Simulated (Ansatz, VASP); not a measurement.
## One calculation of Fe, two programs

Contents of POSCAR:

```
Fe
1.0
   -1.4341180426      1.4341180426      1.4341180426
    1.4341180426     -1.4341180426      1.4341180426
    1.4341180426      1.4341180426     -1.4341180426
Fe
1
Direct
    0.0000000000      0.0000000000      0.0000000000
```

Contents of INCAR.step1:

```
  PREC = Accurate
  ENCUT = 520
  ISMEAR = 0
  SIGMA = 0.05
  LREAL = False
  LASPH = True
  NELM = 150
  ISPIN = 2
  MAGMOM = 3.1
  LMAXMIX = 4
  NBANDS = 14
  GGA = PE
  ALGO = Normal
  EDIFF = 1E-4
  LWAVE = True
  LCHARG = False
```

File INCAR.step2:

```
  PREC = Accurate
  ENCUT = 520
  EDIFF = 1E-8
  ISMEAR = 0
  SIGMA = 0.05
  LREAL = False
  LASPH = True
  NELM = 150
  ALGO = Normal
  ISIF = 2
  LWAVE = False
  LCHARG = False
  ISPIN = 2
  MAGMOM = 3.1
  LORBIT = 11
  LMAXMIX = 4
  METAGGA = R2SCAN
  LMIXTAU = True
  LEFG = True
  NBANDS = 14
  ISTART = 1
```

Contents of KPOINTS:

```
Automatic mesh
0
Gamma
  22 22 22
```

Input for Ansatz:

```yaml
crystal:
  lattice:
    - [-1.4341180426, 1.4341180426, 1.4341180426]
    - [1.4341180426, -1.4341180426, 1.4341180426]
    - [1.4341180426, 1.4341180426, -1.4341180426]
  atoms:
    - { symbol: Fe, position: [0.0, 0.0, 0.0], spin: 3.1 }
basis:
  ecutwfc: 500
  ecutrho_ratio: 4
kpoints:
  mp_grid: { grid: [22, 22, 22] }
hamiltonian:
  xc: r2scan
scf:
  occupations: { method: gaussian, width: 0.05 }
output:
  forces: true
  stress: true
  eigenvalues: true
  populations: true
  efg: { contact_densities: true, quadrupole_moments_barn: { Fe: 0.16 } }
magnetization:
  spin_polarized: true
checkpoint:
  read: start.run
  write: ck
  compress: false
  write_wavefunctions: false
  write_every: 100000
```

Alike in both runs: task electric field gradients; functional r2SCAN; k mesh 22 × 22 × 22; occupations gaussian, width 0.05 eV; collinear spin.

|  | VASP | Ansatz |
| --- | --- | --- |
| version | VASP 6.6.1 | Ansatz 0.2.0 |
| potentials or method | VASP PAW PBE potentials, release 64 (Fe), cutoff 520 eV | scalar-relativistic, plane waves, PAW |
| valence electrons in the cell | 8 | 16 |

|  | VASP | Ansatz | Ansatz less VASP |
| --- | --- | --- | --- |
| gap on the k mesh at the Fermi level (eV) | none | none | - |
| pressure (GPa) | -0.3 | 0.0 | +0.32 |
| net moment per atom (μB) | 2.66 | 2.66 | +0.001 |
| size of the moment on the site where the two differ most (μB) | 2.73 | 2.82 | +0.086 |

VASP's potentials were made for PBE, not for r2SCAN. Site moments also hang on the region over which each program counts them. A gap of «none» marks a metal or a gap that the smearing closes. VASP's potentials hold 8 valence electrons a cell and Ansatz's 16, so a difference there can come from the potentials and not from the codes. Ansatz's warnings: stability check not made.
